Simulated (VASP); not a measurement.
In: relaxation of cell and atoms with PBE

In:

```
CELL_PARAMETERS angstrom
3.25407 0.00000 0.00000
1.40046 3.09010 0.00000
0.90036 0.68601 8.24858
ATOMIC_POSITIONS crystal
In 0.78342 0.76339 0.66737
In 0.52225 0.51573 0.33357
In 0.02766 0.05421 0.99905
```

| Quantity | Value |
| --- | --- |
| Program | VASP 6.6.1 |
| Task | relaxation of cell and atoms |
| Functional | PBE |
| Potentials or basis | VASP PAW PBE potentials, release 64 (In_d) |
| Cutoff | 600 eV |
| k mesh | 6 × 6 × 2 |
| Occupations | gaussian, width 0.1 eV |
| Spin | no spin polarisation |
| Dipole correction | no |
| Further INCAR settings | ALGO = Normal; EDIFF = 1e-07; IBRION = 2; EDIFFG = -0.04; NSW = 90; ISIF = 3 |

```yaml
Relaxed_volume: 27.16 Å³/atom
Relaxed_cell: a = 3.383 Å, b = 3.423 Å, c = 8.225 Å, α = 81.43°, β = 82.55°, γ = 60.11°
Space_group_after_relaxing_to_0.1_Å: P-1 (No. 2)
Energy_gained_by_relaxing: 27.8 meV/atom
Ionic_steps: 15
Pressure_after_relaxing: 0.0 GPa
Largest_force_after_relaxing: 0.040 eV/Å
Band_gap_on_the_k_mesh: zero (an odd number of electrons rules out a gap without spin polarisation)
```

Forces in eV/Å, atoms in the order of the input:
```
In   0.001  0.012 -0.003
In   0.023  0.019  0.011
In  -0.024 -0.031 -0.008
```

Stress tensor (GPa, compression positive):
```
-0.01  0.04  0.01
 0.04 -0.07 -0.01
 0.01 -0.01  0.07
```

The path:
| step | energy change (eV) | largest force (eV/Å) | pressure (GPa) | volume (Å³) |
| --- | --- | --- | --- | --- |
| 1 | 0.0000 | 0.0180 | -0.28 | 82.94 |
| 2 | -0.0202 | 0.0253 | -0.09 | 82.34 |
| 3 | -0.0241 | 0.0409 | 0.05 | 82.00 |
| 4 | -0.0312 | 0.0359 | 0.52 | 81.27 |
| 5 | -0.0433 | 0.0414 | -0.02 | 82.30 |
| 6 | -0.0437 | 0.0491 | -0.14 | 82.54 |
| 7 | -0.0557 | 0.0527 | -0.30 | 82.39 |
| 8 | -0.0757 | 0.0649 | -0.16 | 81.84 |
| 9 | -0.0773 | 0.0592 | -0.23 | 82.04 |
| 10 | -0.0780 | 0.0618 | -0.19 | 81.98 |
| 11 | -0.0799 | 0.0423 | 0.20 | 81.09 |
| 12 | -0.0817 | 0.0499 | 0.04 | 81.44 |
| 13 | -0.0828 | 0.0394 | -0.01 | 81.49 |
| 14 | -0.0830 | 0.0414 | 0.00 | 81.48 |
| 15 | -0.0834 | 0.0396 | 0.00 | 81.48 |

Final structure:
```yaml
crystal:
  lattice:
    - [3.37972, 0.14121, 0.01848]
    - [1.58043, 3.03635, 0.03524]
    - [0.99113, 0.77217, 8.12867]
  atoms:
    - { symbol: In, position: [0.78221, 0.76818, 0.66673] }
    - { symbol: In, position: [0.51992, 0.51812, 0.33548] }
    - { symbol: In, position: [0.03120, 0.04704, 0.99779] }
```

Levels at points of the mesh, in eV from the Fermi level:
```tsv
k point	band 18	band 19	band 20	band 21	band 22	band 23
(0.00, 0.00, 0.00)	-6.84	0.74	0.81	7.73	7.86	8.26
(0.50, 0.00, 0.00)	-2.67	-2.48	-1.43	-1.40	3.96	3.99
(0.00, 0.50, 0.00)	-3.03	-2.66	-1.32	-1.29	3.61	4.23
(0.50, 0.50, 0.00)	-2.92	-2.75	-1.10	-0.81	2.51	3.61
(0.00, 0.00, 0.50)	-4.09	-3.22	6.13	6.23	7.37	8.08
(0.50, 0.00, 0.50)	-3.78	-3.16	0.11	0.12	1.67	2.62
(0.00, 0.50, 0.50)	-3.87	-3.15	-0.22	-0.17	1.93	2.70
(0.50, 0.50, 0.50)	-3.58	-3.03	-0.51	-0.39	2.37	3.39
```

It took 26 min on 1 thread of Intel Xeon 8259CL, on a shared host, peak memory 0.28 GiB.

Caveat: the k points lie up to 0.39 Å⁻¹ apart in the final cell, too coarse for converged energies and pressures of a metal; spin-orbit coupling is left out, which moves the levels of the heavy elements.
